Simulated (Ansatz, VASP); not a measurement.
# ZnS in VASP and in Ansatz

File INCAR:

```
SYSTEM = ZnS
ALGO = Normal
EDIFF = 1E-7
ENCUT = 520
GGA = PS
ISIF = 2
ISMEAR = -1
LASPH = .True.
LCHARG = .False.
LREAL = .False.
LWAVE = .False.
NBANDS = 26
NELM = 100
PREC = Accurate
SIGMA = 0.03
```

KPOINTS

```
k-points
0
Gamma
  8 8 5
  0 0 0
```

Contents of POSCAR:

```
ZnS
1.0
    3.7854208379      0.0000000000      0.0000000000
   -1.8927104190      3.2782706096      0.0000000000
    0.0000000000      0.0000000000      6.1921598132
Zn S
2 2
Direct
    0.3333333333      0.6666666667      0.0000000000
    0.6666666667      0.3333333333      0.5000000000
    0.3333333333      0.6666666667      0.3850000000
    0.6666666667      0.3333333333      0.8850000000
```

Input for Ansatz:

```yaml
crystal:
  lattice:
    - [3.7854208379, 0.0, 0.0]
    - [-1.892710419, 3.2782706096, 0.0]
    - [0.0, 0.0, 6.1921598132]
  atoms:
    - { symbol: Zn, position: [0.3333333333, 0.6666666667, 0.0] }
    - { symbol: Zn, position: [0.6666666667, 0.3333333333, 0.5] }
    - { symbol: S, position: [0.3333333333, 0.6666666667, 0.385] }
    - { symbol: S, position: [0.6666666667, 0.3333333333, 0.885] }
kpoints:
  mp_grid: { grid: [8, 8, 5] }
  band_path:
    path:
      - [0.0, 0.0, 0.0]
      - [0.5, 0.0, 0.0]
      - [0.3333333333, 0.3333333333, 0.0]
      - [0.0, 0.0, 0.0]
      - [0.0, 0.0, 0.5]
      - [0.5, 0.0, 0.5]
      - [0.3333333333, 0.3333333333, 0.5]
      - [0.0, 0.0, 0.5]
      - [0.5, 0.0, 0.5]
    npoints: 5
scf:
  occupations: { method: fermi_dirac, width: 0.03 }
hamiltonian:
  xc: pbesol
  pseudopotentials: { kind: all_electron, lapw: { basis_error: 0.001 } }
output:
  forces: true
  stress: true
  eigenvalues: true
```

Change from the starting cell: volume scaled by 0.98.

Alike in both runs: task single point; functional PBEsol; k mesh 8 × 8 × 5; occupations fermi-dirac, width 0.03 eV; no spin polarisation.

```csv
,VASP,Ansatz
version,VASP 6.6.1,Ansatz 0.2.0
potentials or method,"VASP PAW PBE potentials, release 64 (Zn, S), cutoff 520 eV","all-electron LAPW, scalar-relativistic"
```

|  | VASP | Ansatz | Ansatz less VASP |
| --- | --- | --- | --- |
| gap on the k mesh at the Fermi level (eV) | 2.21 | 2.21 | -0.004 |
| pressure (GPa) | 0.4 | 0.3 | -0.19 |
| traceless stress, the component that is largest in VASP (GPa) | -1.43 | -1.42 | +0.017 |
| rms of the force components (eV/Å) | 0.192 | 0.191 | -0.0014 |

VASP's potentials were made for PBE, not for PBEsol. Atom by atom the forces differ by 0.001 eV/Å (rms over components). Ansatz ran all-electron here, and VASP with PAW potentials.
